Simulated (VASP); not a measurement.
Set up this calculation in VASP 6.6.1, as the native input.

* Task: single point
* Functional: PBEsol
* Potentials or basis: VASP PAW PBE potentials, release 64 (Ta_pv)
* Cutoff: 520 eV
* k mesh: 8 × 7 × 13
* Occupations: fermi-dirac, width 0.05 eV
* Spin: no spin polarisation
* Dipole correction: no
* Further INCAR settings: ALGO = Normal; EDIFF = 1e-06; NBANDS = 30

The structure of Ta lies in POSCAR:

```
Ta
1.0
    0.0000000000      4.9676408003      0.0000000000
    0.0000000000      0.0000000000      5.0868250988
    2.8680687533      0.0000000000      0.0000000000
Ta
4
Direct
    0.3333333330      0.2500000000      0.0000000000
    0.8333333330      0.2500000000      0.5000000000
    0.1666666670      0.7500000000      0.5000000000
    0.6666666670      0.7500000000      0.0000000000
```

This isn't the form of Ta at room conditions, which is bcc.

The input as run:

INCAR

```
ALGO     = Normal         # electronic algorithm
EDIFF    = 1E-6           # SCF threshold, eV
ENCUT    = 520            # plane-wave cutoff, eV
GGA      = PS             # functional
ISIF     = 2              # what is computed and relaxed
ISMEAR   = -1             # smearing method
LASPH    = True           # aspherical terms in the spheres
LCHARG   = True           # write CHGCAR
LELF     = True           # ELF
LREAL    = False          # projectors in reciprocal space
LVHAR    = True         
LWAVE    = False          # write WAVECAR
NBANDS   = 30             # bands
NELM     = 60             # most SCF steps
PREC     = Accurate       # precision mode
SIGMA    = 0.05           # smearing width, eV
```

KPOINTS

```
k-points
0
Gamma
  8 7 13
```

Potentials or basis: VASP PAW PBE potentials, release 64 (Ta_pv).

Launch:

```bash
$ cat potpaw_PBE.64/Ta_pv/POTCAR > POTCAR
$ mpirun -np 1 vasp_std > vasp.out
```

It gave:

* Pressure: 0.1 GPa
* Largest force: 0.004 eV/Å
* Band gap on the k mesh: zero (bands 22 and 23 overlap by 1.80 eV)

Caveat: the PAW data sets were made with another functional, which shifts forces and pressure a little; spin-orbit coupling is left out, which moves the levels of the heavy elements.

Wall time 2.3 min on 1 thread of AMD EPYC 9R45 (Zen 5), with other jobs on the host, peak memory 0.31 GiB.
